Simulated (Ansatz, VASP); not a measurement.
## Au: VASP beside Ansatz

File POSCAR:

```
Au
1.0
   -1.6821280350      1.6821280350      1.6572690000
    1.6821280350     -1.6821280350      1.6572690000
    1.6821280350      1.6821280350     -1.6572690000
Au
1
Direct
    0.0000000000      0.0000000000      0.0000000000
```

The input INCAR.step1:

```
SYSTEM = Au
ALGO = Normal
EDIFF = 1E-4
ENCUT = 520
GGA = PE
ISMEAR = 0
LASPH = .TRUE.
LCHARG = .FALSE.
LREAL = .FALSE.
LWAVE = .TRUE.
NBANDS = 12
NELM = 60
PREC = Accurate
SIGMA = 0.15
```

The input INCAR.step2:

```
SYSTEM = Au
ALGO = Normal
EDIFF = 1E-6
ENCUT = 520
ISIF = 2
ISMEAR = 0
ISTART = 1
LASPH = .TRUE.
LCHARG = .FALSE.
LMIXTAU = .TRUE.
LREAL = .FALSE.
LWAVE = .FALSE.
METAGGA = R2SCAN
NBANDS = 12
NELM = 60
PREC = Accurate
SIGMA = 0.15
```

Contents of KPOINTS:

```
k-points
0
G
  20 20 20
  0 0 0
```

Input for Ansatz:

```yaml
crystal:
  lattice:
    - [-1.682128035, 1.682128035, 1.657269]
    - [1.682128035, -1.682128035, 1.657269]
    - [1.682128035, 1.682128035, -1.657269]
  atoms:
    - { symbol: Au, position: [0.0, 0.0, 0.0] }
basis:
  ecutwfc: 500
kpoints:
  mp_grid: { grid: [20, 20, 20] }
hamiltonian:
  xc: r2scan
scf:
  occupations: { method: gaussian, width: 0.15 }
output:
  forces: true
  stress: true
  eigenvalues: true
```

Change from the starting cell: strain +0.015 along x and y, +0.000 along z, atoms carried along.

Alike in both runs: task single point; functional r2SCAN; k mesh 20 × 20 × 20; occupations gaussian, width 0.15 eV; no spin polarisation.

|  | VASP | Ansatz |
| --- | --- | --- |
| version | VASP 6.6.1 | Ansatz 0.2.0 |
| potentials or method | VASP PAW PBE potentials, release 64 (Au), cutoff 520 eV | scalar-relativistic, plane waves, PAW |
| valence electrons in the cell | 11 | 19 |

|  | VASP | Ansatz | Ansatz less VASP |
| --- | --- | --- | --- |
| gap on the k mesh at the Fermi level (eV) | none | none | - |
| pressure (GPa) | -7.8 | -8.0 | -0.17 |

VASP's potentials were made for PBE, not for r2SCAN. A gap of «none» marks a metal or a gap that the smearing closes. The functional is the same, so the differences come from potentials, cutoffs and numerics. VASP's potentials hold 11 valence electrons a cell and Ansatz's 19, so a difference there can come from the potentials and not from the codes.

Spin-orbit coupling is off throughout.
